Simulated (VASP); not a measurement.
# KMgF3 in VASP: further runs, part 2 of 2

VASP 6.6.1. Earlier steps stand in the parts before.

**5. Single point, r2SCAN**

The input, POSCAR:

```
KMgF3
1.0
    4.0536420869      0.0000000000      0.0000000000
    0.0000000000      4.0536420869      0.0000000000
    0.0000000000      0.0000000000      4.0536420869
K Mg F
1 1 3
Direct
    0.5000000000      0.5000000000      0.5000000000
    0.0000000000      0.0000000000      0.0000000000
    0.0000000000      0.5000000000      0.0000000000
    0.5000000000      0.0000000000      0.0000000000
    0.0000000000      0.0000000000      0.5000000000
```

The input, INCAR.step1:

```
SYSTEM = KMgF3
ALGO = Normal
EDIFF = 1E-4
ENCUT = 520
GGA = PE
ISMEAR = 0
LASPH = .TRUE.
LCHARG = .FALSE.
LREAL = .FALSE.
LWAVE = .TRUE.
NBANDS = 24
NELM = 80
PREC = Accurate
SIGMA = 0.02
```

The input, INCAR.step2:

```
SYSTEM = KMgF3
ALGO = Normal
EDIFF = 1E-6
ENCUT = 520
ISIF = 2
ISMEAR = 0
ISTART = 1
LASPH = .TRUE.
LCHARG = .FALSE.
LMIXTAU = .TRUE.
LREAL = .FALSE.
LWAVE = .FALSE.
METAGGA = R2SCAN
NBANDS = 24
NELM = 80
PREC = Accurate
SIGMA = 0.02
```

The input, KPOINTS:

```
k-points
0
G
  6 6 6
  0 0 0
```

Potentials or basis: VASP PAW PBE potentials, release 64 (K_sv, Mg, F).

Started as:

```bash
cat potpaw_PBE.64/K_sv/POTCAR potpaw_PBE.64/Mg/POTCAR potpaw_PBE.64/F/POTCAR > POTCAR
cp INCAR.step1 INCAR
mpirun -np 1 vasp_std > vasp.out
cp INCAR.step2 INCAR
mpirun -np 1 vasp_std > vasp.out
```

OUTCAR:

```text
SYSTEM = KMgF3
   EDIFF = 1E-6
   ENCUT = 520
   ISIF = 2
   ISMEAR = 0
   ISTART = 1
   LASPH = .TRUE.
   LREAL = .FALSE.
   METAGGA = R2SCAN
   NELM = 80
   PREC = Accurate

 ion  position               nearest neighbor table
   1  0.500  0.500  0.500-   2 3.51   2 3.51   2 3.51   2 3.51   2 3.51   2 3.51   2 3.51   2 3.51

   2  0.000  0.000  0.000-   3 2.03   4 2.03   5 2.03   5 2.03   3 2.03   4 2.03   1 3.51   1 3.51
                             1 3.51   1 3.51   1 3.51   1 3.51   1 3.51   1 3.51
   3  0.000  0.500  0.000-   2 2.03   2 2.03
   4  0.500  0.000  0.000-   2 2.03   2 2.03
   5  0.000  0.000  0.500-   2 2.03   2 2.03

  LATTYP: Found a simple cubic cell.
 ALAT       =     4.0536420869

  Lattice vectors:

 A1 = (   4.0536420869,   0.0000000000,   0.0000000000)
 A2 = (   0.0000000000,   4.0536420869,   0.0000000000)
 A3 = (   0.0000000000,   0.0000000000,   4.0536420869)

Analysis of symmetry for initial positions (statically):
[... 173 lines left out ...]

 E-fermi :  -2.2824     XC(G=0):  -9.9347

 val. band max:       -2.4588397830   @ k =   0.5000   0.5000   0.5000
 cond. band min:       5.4010514246   @ k =   0.0000   0.0000   0.0000
 fundamental gap:      7.8598912075
 Fermi energy:        -2.2823871853

 k-point     1 :       0.0000    0.0000    0.0000
  band No.  band energies     occupation
      1     -29.1657      2.00000
      2     -23.5703      2.00000
      3     -23.0016      2.00000
      4     -23.0016      2.00000
      5     -11.8853      2.00000
      6     -11.8853      2.00000
[... 529 lines left out ...]
     23      13.2347      0.00000
     24      13.2347      0.00000

------------------------ aborting loop because EDIFF is reached ----------------------------------------

  FORCE on cell =-STRESS in cart. coord.  units (eV):
  Direction    XX          YY          ZZ          XY          YZ          ZX
  --------------------------------------------------------------------------------------
  -------------------------------------------------------------------------------------
  Total       -1.8169975     -1.8169975     -1.8169975      0.0000000     -0.0000000      0.0000000
  in kB      -43.7047569    -43.7047569    -43.7047569      0.0000000     -0.0000000      0.0000000
  external PRESSURE =     -43.7047569 kB  Pullay stress =       0.0000000 kB

 VOLUME and BASIS-vectors are now :
 -----------------------------------------------------------------------------
  energy-cutoff  :      520.00
  volume of cell :       66.61
      direct lattice vectors                 reciprocal lattice vectors
     4.053642087  0.000000000  0.000000000     0.246691735  0.000000000  0.000000000
     0.000000000  4.053642087  0.000000000     0.000000000  0.246691735  0.000000000
     0.000000000  0.000000000  4.053642087     0.000000000  0.000000000  0.246691735

 POSITION                                       TOTAL-FORCE (eV/Angst)
 -----------------------------------------------------------------------------------
      2.02682      2.02682      2.02682         0.000000      0.000000      0.000000
      0.00000      0.00000      0.00000         0.000000      0.000000      0.000000
      0.00000      2.02682      0.00000         0.000000      0.000000      0.000000
      2.02682      0.00000      0.00000         0.000000      0.000000      0.000000
      0.00000      0.00000      2.02682         0.000000      0.000000      0.000000
 -----------------------------------------------------------------------------------
    total drift:                                0.000000     -0.000000      0.000000

  FREE ENERGIE OF THE ION-ELECTRON SYSTEM (eV)
  ---------------------------------------------------
  free  energy   TOTEN  =       -37.3660862740 eV

  energy  without entropy=      -37.3660862740  energy(sigma->0) =      -37.36608627
```

OSZICAR.step1:

```text
N       E                     dE             d eps       ncg     rms          rms(c)
DAV:   1     0.229476638251E+03    0.22948E+03   -0.17212E+04  1000   0.127E+03
DAV:   2    -0.147035629303E+02   -0.24418E+03   -0.23517E+03  1256   0.344E+02
DAV:   3    -0.260458100344E+02   -0.11342E+02   -0.11285E+02  1376   0.691E+01
DAV:   4    -0.266689402689E+02   -0.62313E+00   -0.62301E+00  1256   0.920E+00
DAV:   5    -0.266728593380E+02   -0.39191E-02   -0.39190E-02  1312   0.800E-01    0.895E+00
DAV:   6    -0.244617884321E+02    0.22111E+01   -0.73679E+00  1160   0.187E+01    0.385E+00
DAV:   7    -0.244513223084E+02    0.10466E-01   -0.20050E-01  1136   0.271E+00    0.226E+00
DAV:   8    -0.244494382614E+02    0.18840E-02   -0.69133E-02  1216   0.242E+00    0.276E-01
DAV:   9    -0.244495268867E+02   -0.88625E-04   -0.11620E-02  1256   0.739E-01    0.140E-01
DAV:  10    -0.244498829102E+02   -0.35602E-03   -0.91570E-04  1144   0.191E-01    0.848E-02
DAV:  11    -0.244498617267E+02    0.21184E-04   -0.73779E-05   784   0.643E-02
   1 F= -.24449862E+02 E0= -.24449862E+02  d E =-.160168E-13
```

Wall time 3.2 min (1 thread of Intel Xeon 8259CL, shared host); peak memory 0.19 GiB.

What came out:

| Item | Value |
| --- | --- |
| Free energy | -37.3661 eV |
| Pressure | -4.4 GPa |
| Band gap on the k mesh | 7.86 eV (least direct gap 8.18 eV) |

Caveat: the cell stands under tension; the PAW data sets were made with another functional, which shifts forces and pressure a little.

**6. Relaxation of cell and atoms, PBE**

The input, INCAR:

```
SYSTEM = KMgF3
ALGO = Normal
EDIFF = 1E-7
EDIFFG = -0.01
ENCUT = 600
GGA = PE
IBRION = 2
ISIF = 3
ISMEAR = 0
LASPH = .TRUE.
LCHARG = .FALSE.
LREAL = .FALSE.
LWAVE = .FALSE.
NELM = 100
NSW = 100
PREC = Accurate
SIGMA = 0.02
```

KPOINTS is that of step 5.

Edit POSCAR of step 5 so:

```diff
@@ -2,5 +2,5 @@
 1.0
-    4.0536420869      0.0000000000      0.0000000000
-    0.0000000000      4.0536420869      0.0000000000
-    0.0000000000      0.0000000000      4.0536420869
+    4.0530920237      0.0000000000      0.0000000000
+    0.0000000000      4.0530920237      0.0000000000
+    0.0000000000      0.0000000000      4.0530920237
 K Mg F
```

Potentials or basis: VASP PAW PBE potentials, release 64 (K_sv, Mg, F).

Started as:

```bash
cat potpaw_PBE.64/K_sv/POTCAR potpaw_PBE.64/Mg/POTCAR potpaw_PBE.64/F/POTCAR > POTCAR
mpirun -np 1 vasp_std > vasp.out
```

OUTCAR:

```text
SYSTEM = KMgF3
   EDIFF = 1E-7
   EDIFFG = -0.01
   ENCUT = 600
   GGA = PE
   IBRION = 2
   ISIF = 3
   ISMEAR = 0
   LASPH = .TRUE.
   LREAL = .FALSE.
   NELM = 100
   NSW = 100
   PREC = Accurate

 ion  position               nearest neighbor table
   1  0.500  0.500  0.500-   2 3.51   2 3.51   2 3.51   2 3.51   2 3.51   2 3.51   2 3.51   2 3.51

   2  0.000  0.000  0.000-   3 2.03   4 2.03   5 2.03   5 2.03   3 2.03   4 2.03   1 3.51   1 3.51
                             1 3.51   1 3.51   1 3.51   1 3.51   1 3.51   1 3.51
   3  0.000  0.500  0.000-   2 2.03   2 2.03
   4  0.500  0.000  0.000-   2 2.03   2 2.03
   5  0.000  0.000  0.500-   2 2.03   2 2.03

  LATTYP: Found a simple cubic cell.
 ALAT       =     4.0530920237

  Lattice vectors:

 A1 = (   4.0530920237,   0.0000000000,   0.0000000000)
 A2 = (   0.0000000000,   4.0530920237,   0.0000000000)
 A3 = (   0.0000000000,   0.0000000000,   4.0530920237)

Analysis of symmetry for initial positions (statically):
=====================================================================
 Subroutine PRICEL returns:
 Original cell was already a primitive cell.

 Routine SETGRP: Setting up the symmetry group for a
 simple cubic supercell.

 Subroutine GETGRP returns: Found 48 space group operations
 (whereof 48 operations were pure point group operations)
 out of a pool of 48 trial point group operations.

The static configuration has the point symmetry O_h .

Analysis of symmetry for dynamics (positions and initial velocities):
=====================================================================
 Subroutine PRICEL returns:
 Original cell was already a primitive cell.

 Routine SETGRP: Setting up the symmetry group for a
 simple cubic supercell.

[... 179 lines left out ...]
      0.00000      2.02655      0.00000         0.000000      0.000000      0.000000
      2.02655      0.00000      0.00000         0.000000      0.000000      0.000000
      0.00000      0.00000      2.02655         0.000000      0.000000      0.000000
 -----------------------------------------------------------------------------------
    total drift:                                0.000000      0.000000     -0.000000

  FREE ENERGIE OF THE ION-ELECTRON SYSTEM (eV)
  ---------------------------------------------------
  free  energy   TOTEN  =       -24.4572801281 eV

  energy  without entropy=      -24.4572801281  energy(sigma->0) =      -24.45728013

--------------------------------------- Ionic step        2  -------------------------------------------

 number of electron      32.0000042 magnetization

 Free energy of the ion-electron system (eV)
  ---------------------------------------------------
  ext. energy  EPLUGINS =         0.00000000
  ---------------------------------------------------
  free energy    TOTEN  =       -24.45797175 eV

  energy without entropy =      -24.45797175  energy(sigma->0) =      -24.45797175

 E-fermi :  -1.6399     XC(G=0):  -9.4657

 val. band max:       -1.8222988508   @ k =   0.5000   0.5000   0.5000
 cond. band min:       5.1564357462   @ k =   0.0000   0.0000   0.0000
 fundamental gap:      6.9787345970
 Fermi energy:        -1.6398549394

 k-point     1 :       0.0000    0.0000    0.0000
  band No.  band energies     occupation
      1     -27.5657      2.00000
      2     -21.8267      2.00000
      3     -21.2295      2.00000
      4     -21.2295      2.00000
      5     -11.0522      2.00000
      6     -11.0522      2.00000
[... 449 lines left out ...]
     19       8.4478      0.00000
     20      11.8004      0.00000

------------------------ aborting loop because EDIFF is reached ----------------------------------------

  FORCE on cell =-STRESS in cart. coord.  units (eV):
  Direction    XX          YY          ZZ          XY          YZ          ZX
  --------------------------------------------------------------------------------------
  -------------------------------------------------------------------------------------
  Total       -0.0395349     -0.0395349     -0.0395349     -0.0000000      0.0000000      0.0000000
  in kB       -0.9568561     -0.9568561     -0.9568561     -0.0000000      0.0000000      0.0000000
  external PRESSURE =      -0.9568561 kB  Pullay stress =       0.0000000 kB

 VOLUME and BASIS-vectors are now :
 -----------------------------------------------------------------------------
  energy-cutoff  :      600.00
  volume of cell :       66.20
      direct lattice vectors                 reciprocal lattice vectors
     4.045276979  0.000000000  0.000000000     0.247201862  0.000000000 -0.000000000
    -0.000000000  4.045276979 -0.000000000    -0.000000000  0.247201862  0.000000000
     0.000000000 -0.000000000  4.045276979    -0.000000000  0.000000000  0.247201862

 POSITION                                       TOTAL-FORCE (eV/Angst)
 -----------------------------------------------------------------------------------
      2.02264      2.02264      2.02264        -0.000000     -0.000000      0.000000
      0.00000      0.00000      0.00000        -0.000000      0.000000      0.000000
     -0.00000      2.02264     -0.00000         0.000000      0.000000      0.000000
      2.02264      0.00000      0.00000        -0.000000      0.000000      0.000000
      0.00000     -0.00000      2.02264         0.000000     -0.000000      0.000000
 -----------------------------------------------------------------------------------
    total drift:                                0.000000      0.000000     -0.000000

  FREE ENERGIE OF THE ION-ELECTRON SYSTEM (eV)
  ---------------------------------------------------
  free  energy   TOTEN  =       -24.4579717503 eV

  energy  without entropy=      -24.4579717503  energy(sigma->0) =      -24.45797175

 reached required accuracy - stopping structural energy minimisation
```

It took 74 s on 1 thread of Intel Xeon 8259CL, shared host; peak memory 0.2 GiB.

Results:

- Free energy: -24.4580 eV
- Relaxed volume: 13.24 Å³/atom
- Relaxed cell: a = 4.045 Å, b = 4.045 Å, c = 4.045 Å, α = 90.00°, β = 90.00°, γ = 90.00°
- Space group after relaxing (to 0.1 Å): Pm-3m (No. 221)
- Energy gained by relaxing: 0.1 meV/atom
- Ionic steps: 2
- Pressure after relaxing: -0.1 GPa
- Band gap on the k mesh: 6.98 eV (least direct gap 7.30 eV)

Step by step:
| step | energy change (eV) | largest force (eV/Å) | pressure (GPa) | volume (Å³) |
| --- | --- | --- | --- | --- |
| 1 | 0.0000 | 0.0000 | -0.48 | 66.58 |
| 2 | -0.0007 | 0.0000 | -0.10 | 66.20 |

Final structure:
```cif
data_structure
_symmetry_space_group_name_H-M 'P 1'
_symmetry_Int_Tables_number 1
_cell_length_a 4.0453
_cell_length_b 4.0453
_cell_length_c 4.0453
_cell_angle_alpha 90.000
_cell_angle_beta 90.000
_cell_angle_gamma 90.000
_cell_volume 66.20
loop_
_atom_site_label
_atom_site_type_symbol
_atom_site_fract_x
_atom_site_fract_y
_atom_site_fract_z
_atom_site_occupancy
K1 K 0.50000 0.50000 0.50000 1
Mg1 Mg 0.00000 0.00000 0.00000 1
F1 F 0.00000 0.50000 0.00000 1
F2 F 0.50000 0.00000 0.00000 1
F3 F 0.00000 0.00000 0.50000 1
```

Levels at points of the mesh, in eV from the valence-band top:
```
           k point  band 12  band 13  band 14  band 15  band 16  band 17  band 18  band 19  band 20
(0.00, 0.00, 0.00)    -0.58    -0.58    -0.32    -0.32    -0.32     6.98    10.02    10.02    12.12
(0.50, 0.00, 0.00)    -0.81    -0.81    -0.80    -0.50    -0.50     9.84    10.00    11.00    12.60
(0.50, 0.50, 0.00)    -0.96    -0.96    -0.86    -0.86    -0.02    10.65    11.48    12.22    12.22
(0.50, 0.50, 0.50)    -1.08    -1.08     0.00     0.00     0.00    10.27    10.27    10.27    13.62
```

A k mesh can miss the band edges.

**7. Summary**

| task | level | cell | k mesh | cutoff (eV) | smearing | gap on the mesh (eV) | pressure (GPa) |
| --- | --- | --- | --- | --- | --- | --- | --- |
| single point | PBE | a = 4.053, b = 4.053, c = 4.054 Å, 5 atoms | 4 × 4 × 4 | 520 | gaussian 0.1 eV | 6.93 | -0.4 |
| single point | PBE | a = 4.054 Å, 5 atoms | 6 × 6 × 6 | 520 | gaussian 0.02 eV | 6.93 | -0.4 |
| single point | r2SCAN | a = 4.054 Å, 5 atoms | 6 × 6 × 6 | 520 | gaussian 0.02 eV | 7.86 | -4.4 |
| relaxation of cell and atoms | PBE | relaxed from a = 4.053 Å, 5 atoms | 6 × 6 × 6 | 600 | gaussian 0.02 eV | 6.98 | -0.1 |

Alike in all rows: potentials or basis VASP PAW PBE potentials, release 64 (K_sv, Mg, F); no spin polarisation.

On the cell as given the gap runs from 6.93 eV (PBE) to 7.86 eV (r2SCAN); the meshes differ, which moves gaps too. The pressure there spans -4.4 GPa (r2SCAN) to -0.4 GPa (PBE); a positive pressure means that this level wants a larger cell, a negative one a smaller.

Caveats: the cell stands under tension (at least some runs); the PAW data sets were made with another functional, which shifts forces and pressure a little (at least some runs).

Total energies depend on the potentials used, so only differences within one code and one set of settings carry meaning.
